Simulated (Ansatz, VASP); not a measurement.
**BaS: VASP beside Ansatz**

INCAR

```
SYSTEM = BaS
PREC = Accurate
ENCUT = 520
EDIFF = 1E-6
ISMEAR = 0
SIGMA = 0.01
LREAL = .False.
LASPH = .True.
NELM = 100
ALGO = Normal
ISIF = 2
LWAVE = .False.
LCHARG = .True.
GGA = PE
LELF = .True.
LVHAR = .True.
NBANDS = 15
```

KPOINTS

```
Automatic mesh
0
Gamma
  6 6 6
  0 0 0
```

Contents of POSCAR:

```
BaS
1.0
    3.8794389459      0.0000000000      0.0000000000
    0.0000000000      3.8794389459      0.0000000000
    0.0000000000      0.0000000000      3.8794389459
Ba S
1 1
Direct
    0.0000000000      0.0000000000      0.0000000000
    0.5000000000      0.5000000000      0.5000000000
```

Input for Ansatz:

```yaml
crystal:
  lattice:
    - [3.8794389459, 0.0, 0.0]
    - [0.0, 3.8794389459, 0.0]
    - [0.0, 0.0, 3.8794389459]
  atoms:
    - { symbol: Ba, position: [0.0, 0.0, 0.0] }
    - { symbol: S, position: [0.5, 0.5, 0.5] }
kpoints:
  mp_grid: { grid: [6, 6, 6] }
hamiltonian:
  xc: pbe
scf:
  occupations: { method: fixed }
  n_extra_bands: 4
output:
  forces: true
  stress: true
  eigenvalues: true
```

Alike in both runs: task single point; functional PBE; k mesh 6 × 6 × 6; no spin polarisation.

|  | VASP | Ansatz |
| --- | --- | --- |
| version | VASP 6.6.1 | Ansatz 0.2.0 |
| potentials or method | VASP PAW PBE potentials, release 64 (Ba_sv, S) | plane waves, PAW |
| plane-wave cutoff (eV) | 520 | 420 |
| occupations | gaussian, width 0.01 eV | fixed |
| valence electrons in the cell | 16 | 16 |

```csv
,VASP,Ansatz,Ansatz less VASP
gap on the k mesh at the Fermi level (eV),1.49,1.61,+0.120
pressure (GPa),-0.5,-1.3,-0.78
```

Spin-orbit coupling is off throughout.
